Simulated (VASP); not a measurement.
**Au: relaxation of cell and atoms with PBEsol**

The system is Au.

```
Au
1.0
     0.00000    2.03500    2.03500
     2.03500    0.00000    2.03500
     2.03500    2.03500    0.00000
Au
1
Direct
  0.00000 0.00000 0.00000
```

```
Program                : VASP 6.6.1
Task                   : relaxation of cell and atoms
Functional             : PBEsol
Potentials or basis    : VASP PAW PBE potentials, release 64 (Au)
Cutoff                 : 600 eV
k mesh                 : 11 × 11 × 11
Occupations            : fermi-dirac, width 0.05 eV
Spin                   : no spin polarisation
Dipole correction      : no
Further INCAR settings : ALGO = Normal; EDIFF = 1e-06; IBRION = 2; EDIFFG = -0.01; NSW = 60; ISIF = 3
```

- Relaxed volume: 16.99 Å³/atom
- Relaxed cell: a = 2.886 Å, b = 2.886 Å, c = 2.886 Å, α = 60.00°, β = 60.00°, γ = 60.00°
- Space group after relaxing (to 0.05 Å): Fm-3m (No. 225)
- Energy gained by relaxing: 0.6 meV/atom
- Ionic steps: 3
- Pressure after relaxing: 0.0 GPa

The path:
```tsv
step	energy change (eV)	largest force (eV/Å)	pressure (GPa)	volume (Å³)
1	0.0000	0.0000	1.47	16.85
2	0.0012	0.0000	-2.40	17.24
3	-0.0006	0.0000	0.00	16.99
```

Final structure:
```
CELL_PARAMETERS angstrom
0.00000 2.04053 2.04053
2.04053 0.00000 2.04053
2.04053 2.04053 0.00000
ATOMIC_POSITIONS crystal
Au 0.00000 0.00000 0.00000
```

Levels at points of the mesh, in eV from the Fermi level:
```csv
k point,band 2,band 3,band 4,band 5,band 6,band 7,band 8,band 9
"(0.00, 0.00, 0.00)",-4.70,-4.70,-4.70,-3.17,-3.17,14.49,18.50,18.50
```

Run time: 11 s on 1 thread of Intel(R) Xeon(R) Platinum 8488C (Sapphire Rapids), on a shared host, peak memory 0.15 GiB.

Caveat: the PAW data sets were made with another functional, which shifts forces and pressure a little; spin-orbit coupling is left out, which moves the levels of the heavy elements. Zero-point motion and thermal expansion aren't in these numbers.
